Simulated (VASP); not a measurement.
Wanted: the native input for a VASP 6.6.1 run.

| Quantity | Value |
| --- | --- |
| Task | single point |
| Functional | PBEsol |
| Potentials or basis | VASP PAW PBE potentials, release 64 (Li_sv, H, F) |
| Cutoff | 520 eV |
| k mesh | 9 × 9 × 9 |
| Occupations | gaussian, width 0.02 eV |
| Spin | no spin polarisation |
| Dipole correction | no |
| Further INCAR settings | ALGO = Normal; EDIFF = 1e-07; NBANDS = 17 |

The structure of LiHF2 lies in POSCAR:

```
LiHF2
1.0
    1.3932970018      0.8044203991      4.5403519347
   -1.3932970018      0.8044203991      4.5403519347
    0.0000000000     -1.6088407981      4.5403519347
Li H F
1 1 2
Direct
    0.0000000000      0.0000000000      0.0000000000
    0.5000000000      0.5000000000      0.5000000000
    0.3863132079      0.3863132079      0.3863132079
    0.6136867921      0.6136867921      0.6136867921
```

This cell differs from its parent crystal: strained and its atoms moved.

These files were run (other wordings do the same):

INCAR

```
ALGO     = Normal         # electronic algorithm
EDIFF    = 1E-7           # SCF threshold, eV
ENCUT    = 520            # plane-wave cutoff, eV
GGA      = PS             # functional
ISIF     = 2              # what is computed and relaxed
ISMEAR   = 0              # smearing method
LASPH    = T              # aspherical terms in the spheres
LCHARG   = T              # write CHGCAR
LELF     = T              # ELF
LREAL    = F              # projectors in reciprocal space
LVHAR    = T            
LWAVE    = F              # write WAVECAR
NBANDS   = 17             # bands
NELM     = 60             # most SCF steps
PREC     = Accurate       # precision mode
SIGMA    = 0.02           # smearing width, eV
```

KPOINTS

```
k-points
0
Gamma
  9 9 9
```

Potentials or basis: VASP PAW PBE potentials, release 64 (Li_sv, H, F).

Command:

```sh
$ cat potpaw_PBE.64/Li_sv/POTCAR potpaw_PBE.64/H/POTCAR potpaw_PBE.64/F/POTCAR > POTCAR
$ mpirun -np 1 vasp_std > vasp.out
```

Results of the run:

* Largest force: 6.970 eV/Å
* Band gap on the k mesh: 3.65 eV (least direct gap 3.86 eV)

Caveat: the cell differs from its parent crystal (strained and its atoms moved); the PAW data sets were made with another functional, which shifts forces and pressure a little; an odd mesh through Γ misses points on the zone boundary, where band edges can lie.

Run time: 3 min on 1 thread of AMD EPYC 7R43 64-Core Processor (Zen 3), with other jobs on the host, peak memory 0.17 GiB.
